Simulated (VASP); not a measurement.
# GaB (P4/mmm) in VASP: further runs

GaB is run at these levels: PBE; tasks: single point.

Everything below comes from runs of VASP 6.6.1. Logs are shortened: lines on timing, memory, paths and dates and some standing lists are left out, and cuts for length are marked.

## (1) The cell of the first run

It takes space group P4/mmm (No. 123, tetragonal). Conventional cell: a = 2.663 Å, b = 2.663 Å, c = 3.170 Å, α = 90.00°, β = 90.00°, γ = 90.00°. Within 3.2 Å of Ga (site symmetry 4/mmm) lie 8 B at 2.46 Å and 6 Ga at 2.66 to 3.17 Å. B (site symmetry 4/mmm) has 8 Ga at 2.46 Å and 6 B at 2.66 to 3.17 Å within 3.2 Å.

## (2) Single point, PBE

Contents of INCAR:

```
  PREC = Accurate
  ENCUT = 520
  EDIFF = 1E-7
  ISMEAR = -1
  SIGMA = 0.05
  LREAL = False
  LASPH = True
  NELM = 80
  ALGO = Normal
  ISIF = 2
  LWAVE = False
  LCHARG = False
  GGA = PE
  NBANDS = 15
```

Contents of KPOINTS:

```
regular mesh
0
Gamma
  10 10 8
```

Contents of POSCAR:

```
GaB
1.0
    2.6627501442      0.0000000000      0.0000000000
    0.0000000000      2.6627501442      0.0000000000
    0.0000000000      0.0000000000      3.1701463609
Ga B
1 1
Direct
    0.5000000000      0.5000000000      0.5000000000
    0.0000000000      0.0000000000      0.0000000000
```

Potentials or basis: VASP PAW PBE potentials, release 64 (Ga_d, B).

Started as:

```
$ cat potpaw_PBE.64/Ga_d/POTCAR potpaw_PBE.64/B/POTCAR > POTCAR
$ mpirun -np 1 vasp_std > vasp.out
```

OUTCAR:

```text
PREC = Accurate
   ENCUT = 520
   EDIFF = 1E-7
   ISMEAR = -1
   LREAL = False
   LASPH = True
   NELM = 80
   ISIF = 2
   GGA = PE

 ion  position               nearest neighbor table
   1  0.500  0.500  0.500-   2 2.46   2 2.46   2 2.46   2 2.46   2 2.46   2 2.46   2 2.46   2 2.46

   2  0.000  0.000  0.000-   1 2.46   1 2.46   1 2.46   1 2.46   1 2.46   1 2.46   1 2.46   1 2.46

  LATTYP: Found a simple tetragonal cell.
 ALAT       =     2.6627501442
 C/A-ratio  =     1.1905534463

  Lattice vectors:

 A1 = (   2.6627501442,   0.0000000000,   0.0000000000)
 A2 = (   0.0000000000,   2.6627501442,   0.0000000000)
 A3 = (   0.0000000000,   0.0000000000,   3.1701463609)

Analysis of symmetry for initial positions (statically):
=====================================================================
 Subroutine PRICEL returns:
 Original cell was already a primitive cell.

 Routine SETGRP: Setting up the symmetry group for a
 simple tetragonal supercell.

 Subroutine GETGRP returns: Found 16 space group operations
 (whereof 16 operations were pure point group operations)
 out of a pool of 16 trial point group operations.

The static configuration has the point symmetry D_4h.

Analysis of symmetry for dynamics (positions and initial velocities):
=====================================================================
 Subroutine PRICEL returns:
 Original cell was already a primitive cell.

 Routine SETGRP: Setting up the symmetry group for a
 simple tetragonal supercell.

 Subroutine GETGRP returns: Found 16 space group operations
 (whereof 16 operations were pure point group operations)
 out of a pool of 16 trial point group operations.

The dynamic configuration has the point symmetry D_4h.

 Subroutine INISYM returns: Found 16 space group operations
 (whereof 16 operations are pure point group operations),
 and found     1 'primitive' translations

----------------------------------------------------------------------------------------

                                     Primitive cell

  volume of cell :      22.4771

  direct lattice vectors                    reciprocal lattice vectors
     2.662750144  0.000000000  0.000000000     0.375551571  0.000000000  0.000000000
     0.000000000  2.662750144  0.000000000     0.000000000  0.375551571  0.000000000
     0.000000000  0.000000000  3.170146361     0.000000000  0.000000000  0.315442849

  length of vectors
     2.662750144  2.662750144  3.170146361     0.375551571  0.375551571  0.315442849

  position of ions in fractional coordinates (direct lattice)
     0.500000000  0.500000000  0.500000000
     0.000000000  0.000000000  0.000000000

  ion indices of the primitive-cell ions
   primitive index   ion index
                 1           1
                 2           2

----------------------------------------------------------------------------------------

 KPOINTS: regular mesh

Automatic generation of k-mesh.
 Grid dimensions read from file:
 generate k-points for:   10   10    8

 Generating k-lattice:

  Cartesian coordinates                     Fractional coordinates (reciprocal lattice)
     0.037555157  0.000000000  0.000000000     0.100000000  0.000000000  0.000000000
     0.000000000  0.037555157  0.000000000     0.000000000  0.100000000  0.000000000
     0.000000000  0.000000000  0.039430356     0.000000000  0.000000000  0.125000000

  Length of vectors
     0.037555157  0.037555157  0.039430356

  Shift w.r.t. Gamma in fractional coordinates (k-lattice)
     0.000000000  0.000000000  0.000000000

 Subroutine IBZKPT returns following result:
 ===========================================

 Found    105 irreducible k-points:

 Following reciprocal coordinates:
            Coordinates               Weight
  0.000000  0.000000  0.000000      1.000000
  0.100000  0.000000  0.000000      4.000000
  0.200000  0.000000  0.000000      4.000000
  0.300000  0.000000  0.000000      4.000000
  0.400000  0.000000  0.000000      4.000000
  0.500000  0.000000  0.000000      2.000000
[... 16 lines left out ...]
  0.100000  0.000000  0.125000      8.000000
  0.200000  0.000000  0.125000      8.000000
 [... further k-points ...]
   k-points           NKPTS =    105   k-points in BZ     NKDIM =    105   number of bands    NBANDS=     15
   number of dos      NEDOS =    301   number of ions     NIONS =      2
   total plane-waves  NPLWV =   9600
   dimension x,y,z NGX =    20 NGY =   20 NGZ =   24
   dimension x,y,z NGXF=    40 NGYF=   40 NGZF=   48
   ions per type =               1   1
   NGX,Y,Z   is equivalent  to a cutoff of  12.49, 12.49, 12.59 a.u.
   NGXF,Y,Z  is equivalent  to a cutoff of  24.97, 24.97, 25.17 a.u.
 SYSTEM =  unknown system
   PREC   = accura    normal or accurate (medium, high low for compatibility)
   ISTART =      0    job   : 0-new  1-cont  2-samecut
   ICHARG =      2    charge: 1-file 2-atom 10-const
   ISPIN  =      1    spin polarized calculation?
   LNONCOLLINEAR =      F non collinear calculations
   LSORBIT =      F    spin-orbit coupling
   LASPH  =      T    aspherical Exc in radial PAW
   ENCUT  =  520.0 eV  38.22 Ry    6.18 a.u.   4.95  4.95  5.89*2*pi/ulx,y,z
   NELM   =     80;   NELMIN=  2; NELMDL= -5     # of ELM steps
   EDIFF  = 0.1E-06   stopping-criterion for ELM
   LREAL  =      F    real-space projection
   EDIFFG = 0.1E-05   stopping-criterion for IOM
   NSW    =      0    number of steps for IOM
   IBRION =     -1    ionic relax: 0-MD 1-quasi-New 2-CG
   NFREE  =      0    steps in history (QN), initial steepest desc. (CG)
   ISIF   =      2    stress and relaxation
   ISYM   =      2    0-nonsym 1-usesym 2-fastsym
   POTIM  = 0.5000    time-step for ionic-motion
   TEBEG  =    0.0;   TEEND  =   0.0 temperature during run
   PSTRESS=    0.0 pullay stress
   NELECT =      16.0000    total number of electrons
   NUPDOWN=      -1.0000    fix difference up-down
   EMIN   =  10.00;   EMAX   =-10.00  energy-range for DOS
   EFERMI =   0.00;   METHOD = LEGACY
   ISMEAR =    -1;   SIGMA  =   0.05  broadening in eV -4-tet -1-fermi 0-gaus
   EFERMI_NEDOS =   21; number of points for ismear=-14 and -15
   IALGO  =     38    algorithm
   IMIX   =      4    mixing-type and parameters
     AMIX     =   0.40;   BMIX     =  1.00
     AMIX_MAG =   1.60;   BMIX_MAG =  1.00
  volume/ion in A,a.u.               =      11.24        75.84
  Fermi-wavevector in a.u.,A,eV,Ry     =   1.461733  2.762275 29.071078  2.136664
  Thomas-Fermi vector in A             =   2.578030
   LORBIT       =      0    0 simple, 1 ext, 2 COOP (PROOUT), +10 PAW based schemes
   GGA     = PE    functional components
   LHFCALC =     F    Hartree Fock is set to
   AEXX    =    0.0000 exact exchange contribution
   IVDW    =     0    specifies the selected vdW correction
   LEPSILON=     F    determine dielectric tensor
   LRPA    =     F    only Hartree local field effects (RPA)
 non-spin polarized calculation
  energy-cutoff  :      520.00
  volume of cell :       22.48
 maximum number of plane-waves:       620
 NGX is ok and might be reduce to    20
   NGX =  9   NGY =  9   NGZ = 11

 number of electron      15.9999993 magnetization

 Free energy of the ion-electron system (eV)
  ---------------------------------------------------
  ext. energy  EPLUGINS =         0.00000000
  ---------------------------------------------------
  free energy    TOTEN  =        -7.11898477 eV

  energy without entropy =       -7.11366609  energy(sigma->0) =       -7.11632543

 E-fermi :   7.5559     XC(G=0): -12.2031

 val. band max:        7.5390855371   @ k =   0.2000   0.2000   0.1250
 cond. band min:       7.5585382854   @ k =   0.4000   0.4000   0.2500
 fundamental gap:      0.0194527483
 Fermi energy:         7.5558685407

 k-point     1 :       0.0000    0.0000    0.0000
  band No.  band energies     occupation
      1      -7.8668      2.00000
      2      -7.6936      2.00000
      3      -7.3228      2.00000
      4      -7.3228      2.00000
      5      -7.2682      2.00000
      6      -6.3463      2.00000
      7       5.7341      2.00000
      8       9.8263      0.00000
      9      10.3406      0.00000
     10      10.3406      0.00000
     11      17.1465      0.00000
     12      17.3433      0.00000
     13      21.5743      0.00000
     14      22.8059      0.00000
     15      22.8059      0.00000

 k-point     2 :       0.1000    0.0000    0.0000
  band No.  band energies     occupation
      1      -7.8400      2.00000
      2      -7.6726      2.00000
      3      -7.3491      2.00000
      4      -7.3206      2.00000
      5      -7.2864      2.00000
      6      -6.1470      2.00000
      7       5.9533      2.00000
      8       8.8360      0.00000
      9      10.0428      0.00000
     10      10.5152      0.00000
     11      17.3688      0.00000
     12      18.3958      0.00000
     13      20.8109      0.00000
     14      22.6239      0.00000
     15      22.6902      0.00000

 k-point     3 :       0.2000    0.0000    0.0000
  band No.  band energies     occupation
      1      -7.7897      2.00000
      2      -7.6076      2.00000
      3      -7.4169      2.00000
      4      -7.3338      2.00000
      5      -7.3150      2.00000
      6      -5.5363      2.00000
      7       6.1941      2.00000
      8       6.5931      2.00000
      9      10.4469      0.00000
     10      11.0146      0.00000
     11      17.8044      0.00000
     12      18.5398      0.00000
     13      18.8528      0.00000
     14      22.1845      0.00000
     15      24.1447      0.00000
[... 343 lines left out ...]
 k-point    23 :       0.1000    0.0000    0.1250
  band No.  band energies     occupation
      1      -7.8375      2.00000
      2      -7.6589      2.00000
      3      -7.3621      2.00000
      4      -7.3287      2.00000
      5      -7.2857      2.00000
      6      -5.9184      2.00000
      7       4.2978      2.00000
      8       9.0595      0.00000
      9      10.6987      0.00000
     10      11.7823      0.00000
     11      17.6226      0.00000
     12      18.3224      0.00000
     13      20.0951      0.00000
     14      21.8396      0.00000
     15      22.4861      0.00000

 k-point    24 :       0.2000    0.0000    0.1250
  band No.  band energies     occupation
      1      -7.7868      2.00000
      2      -7.5890      2.00000
      3      -7.4377      2.00000
      4      -7.3333      2.00000
      5      -7.3218      2.00000
      6      -5.3060      2.00000
      7       4.9143      2.00000
      8       6.4064      2.00000
      9      11.1789      0.00000
     10      12.1613      0.00000
     11      16.7136      0.00000
     12      18.0933      0.00000
     13      20.0563      0.00000
     14      21.6756      0.00000
     15      24.2545      0.00000

 [... further k-points ...]

------------------------ aborting loop because EDIFF is reached ----------------------------------------

  FORCE on cell =-STRESS in cart. coord.  units (eV):
  Direction    XX          YY          ZZ          XY          YZ          ZX
  --------------------------------------------------------------------------------------
  -------------------------------------------------------------------------------------
  Total        0.9952493      0.9952493      1.1253043      0.0000000     -0.0000000     -0.0000000
  in kB       70.9418158     70.9418158     80.2121945      0.0000000     -0.0000000     -0.0000000
  external PRESSURE =      74.0319420 kB  Pullay stress =       0.0000000 kB

 VOLUME and BASIS-vectors are now :
 -----------------------------------------------------------------------------
  energy-cutoff  :      520.00
  volume of cell :       22.48
      direct lattice vectors                 reciprocal lattice vectors
     2.662750144  0.000000000  0.000000000     0.375551571  0.000000000  0.000000000
     0.000000000  2.662750144  0.000000000     0.000000000  0.375551571  0.000000000
     0.000000000  0.000000000  3.170146361     0.000000000  0.000000000  0.315442849

 POSITION                                       TOTAL-FORCE (eV/Angst)
 -----------------------------------------------------------------------------------
      1.33138      1.33138      1.58507         0.000000      0.000000      0.000000
      0.00000      0.00000      0.00000         0.000000      0.000000      0.000000
 -----------------------------------------------------------------------------------
    total drift:                               -0.000000      0.000000      0.000000

  FREE ENERGIE OF THE ION-ELECTRON SYSTEM (eV)
  ---------------------------------------------------
  free  energy   TOTEN  =        -7.1189847714 eV

  energy  without entropy=       -7.1136660946  energy(sigma->0) =       -7.11632543
```

Wall time 17 s (1 thread of Intel Xeon Platinum 8488C (Sapphire Rapids), shared host); peak memory 0.15 GiB.

What came out:

```yaml
Free_energy: -7.1190 eV
Pressure: 7.4 GPa
Band_gap_on_the_k_mesh: zero (band 8 reaches 12.09 eV, above the bottom of band 9 at 3.34 eV)
```

## (3) Single point, PBE

This run uses another cell than the first one, of 11.48 Å³/atom, 1.021 times its volume.

Contents of INCAR:

```
ALGO = Normal
EDIFF = 1E-7
ENCUT = 520
GGA = PE
ISIF = 2
ISMEAR = -1
LASPH = True
LCHARG = False
LREAL = False
LWAVE = False
NBANDS = 15
NELM = 100
PREC = Accurate
SIGMA = 0.05
```

Contents of KPOINTS:

```
k-points
0
Gamma
  10 10 8
```

Contents of POSCAR:

```
GaB
1.0
    2.6815025236      0.0000000000      0.0000000000
    0.0000000000      2.6815025236      0.0000000000
    0.0000000000      0.0000000000      3.1924720708
Ga B
1 1
Direct
    0.5000000000      0.5000000000      0.5000000000
    0.0000000000      0.0000000000      0.0000000000
```

Potentials or basis: VASP PAW PBE potentials, release 64 (Ga_d, B).

Started as:

```
$ cat potpaw_PBE.64/Ga_d/POTCAR potpaw_PBE.64/B/POTCAR > POTCAR
$ mpirun -np 1 vasp_std > vasp.out
```

OUTCAR:

```text
EDIFF = 1E-7
   ENCUT = 520
   GGA = PE
   ISIF = 2
   ISMEAR = -1
   LASPH = True
   LREAL = False
   NELM = 100
   PREC = Accurate

 ion  position               nearest neighbor table
   1  0.500  0.500  0.500-   2 2.48   2 2.48   2 2.48   2 2.48   2 2.48   2 2.48   2 2.48   2 2.48

   2  0.000  0.000  0.000-   1 2.48   1 2.48   1 2.48   1 2.48   1 2.48   1 2.48   1 2.48   1 2.48

  LATTYP: Found a simple tetragonal cell.
 ALAT       =     2.6815025236
 C/A-ratio  =     1.1905534463

  Lattice vectors:

 A1 = (   2.6815025236,   0.0000000000,   0.0000000000)
 A2 = (   0.0000000000,   2.6815025236,   0.0000000000)
 A3 = (   0.0000000000,   0.0000000000,   3.1924720708)

Analysis of symmetry for initial positions (statically):
=====================================================================
 Subroutine PRICEL returns:
 Original cell was already a primitive cell.

 Routine SETGRP: Setting up the symmetry group for a
 simple tetragonal supercell.

 Subroutine GETGRP returns: Found 16 space group operations
 (whereof 16 operations were pure point group operations)
 out of a pool of 16 trial point group operations.

The static configuration has the point symmetry D_4h.

Analysis of symmetry for dynamics (positions and initial velocities):
=====================================================================
 Subroutine PRICEL returns:
 Original cell was already a primitive cell.

 Routine SETGRP: Setting up the symmetry group for a
 simple tetragonal supercell.

 Subroutine GETGRP returns: Found 16 space group operations
 (whereof 16 operations were pure point group operations)
 out of a pool of 16 trial point group operations.

The dynamic configuration has the point symmetry D_4h.

 Subroutine INISYM returns: Found 16 space group operations
 (whereof 16 operations are pure point group operations),
 and found     1 'primitive' translations

----------------------------------------------------------------------------------------

                                     Primitive cell
[... 116 lines left out ...]
   GGA     = PE    functional components
   LHFCALC =     F    Hartree Fock is set to
   AEXX    =    0.0000 exact exchange contribution
   IVDW    =     0    specifies the selected vdW correction
   LEPSILON=     F    determine dielectric tensor
   LRPA    =     F    only Hartree local field effects (RPA)
 non-spin polarized calculation
  energy-cutoff  :      520.00
  volume of cell :       22.96
 maximum number of plane-waves:       632
 NGX is ok and might be reduce to    20
   NGX =  9   NGY =  9   NGZ = 11

 number of electron      16.0000000 magnetization

 Free energy of the ion-electron system (eV)
  ---------------------------------------------------
  ext. energy  EPLUGINS =         0.00000000
  ---------------------------------------------------
  free energy    TOTEN  =        -7.13696832 eV

  energy without entropy =       -7.13161517  energy(sigma->0) =       -7.13429174

 E-fermi :   7.3165     XC(G=0): -12.0993

 val. band max:        7.3128048817   @ k =   0.3000   0.3000   0.1250
 cond. band min:       7.3297559844   @ k =   0.4000   0.4000   0.2500
 fundamental gap:      0.0169511026
 Fermi energy:         7.3165074891

 k-point     1 :       0.0000    0.0000    0.0000
  band No.  band energies     occupation
      1      -8.0559      2.00000
      2      -7.8878      2.00000
      3      -7.5380      2.00000
      4      -7.5380      2.00000
      5      -7.4868      2.00000
      6      -6.3790      2.00000
      7       5.5567      2.00000
      8       9.4695      0.00000
      9      10.0795      0.00000
     10      10.0795      0.00000
     11      16.7623      0.00000
     12      17.0367      0.00000
     13      21.0727      0.00000
     14      22.2823      0.00000
[... 401 lines left out ...]
      2      -7.7889      2.00000
      3      -7.6456      2.00000
      4      -7.5485      2.00000
      5      -7.5371      2.00000
      6      -5.3544      2.00000
      7       4.7258      2.00000
      8       6.1864      2.00000
      9      10.9005      0.00000
     10      11.8031      0.00000
     11      16.3262      0.00000
     12      17.7404      0.00000
     13      19.6104      0.00000
     14      21.1856      0.00000
     15      23.8068      0.00000

 [... further k-points ...]
[... 5 lines left out ...]
  --------------------------------------------------------------------------------------
  -------------------------------------------------------------------------------------
  Total        0.6623577      0.6623577      0.6903816      0.0000000      0.0000000     -0.0000000
  in kB       46.2295460     46.2295460     48.1854870      0.0000000      0.0000000     -0.0000000
  external PRESSURE =      46.8815263 kB  Pullay stress =       0.0000000 kB

 VOLUME and BASIS-vectors are now :
 -----------------------------------------------------------------------------
  energy-cutoff  :      520.00
  volume of cell :       22.96
      direct lattice vectors                 reciprocal lattice vectors
     2.681502524  0.000000000  0.000000000     0.372925250  0.000000000  0.000000000
     0.000000000  2.681502524  0.000000000     0.000000000  0.372925250  0.000000000
     0.000000000  0.000000000  3.192472071     0.000000000  0.000000000  0.313236883

 POSITION                                       TOTAL-FORCE (eV/Angst)
 -----------------------------------------------------------------------------------
      1.34075      1.34075      1.59624         0.000000      0.000000      0.000000
      0.00000      0.00000      0.00000         0.000000      0.000000      0.000000
 -----------------------------------------------------------------------------------
    total drift:                               -0.000000      0.000000      0.000000

  FREE ENERGIE OF THE ION-ELECTRON SYSTEM (eV)
  ---------------------------------------------------
  free  energy   TOTEN  =        -7.1369683228 eV

  energy  without entropy=       -7.1316151660  energy(sigma->0) =       -7.13429174
```

stdout:

```text
POSCAR found type information on POSCAR GaB
 POSCAR found :  2 types and       2 ions
 scaLAPACK will be used
 LDA part: xc-table for (Slater+PW92), standard interpolation
 POSCAR, INCAR and KPOINTS ok, starting setup
 FFT: planning ... GRIDC
 FFT: planning ... GRID_SOFT
 FFT: planning ... GRID
 WAVECAR not read
 entering main loop
```

It took 20 s on 1 thread of Intel Xeon Platinum 8488C (Sapphire Rapids), shared host; peak memory 0.15 GiB.

Results:

```
Free energy            : -7.1370 eV
Pressure               : 4.7 GPa
Band gap on the k mesh : zero (band 8 reaches 11.79 eV, above the bottom of band 9 at 3.11 eV)
```

Stress tensor (GPa, compression positive):
```
4.62 0.00 0.00
0.00 4.62 0.00
0.00 0.00 4.82
```
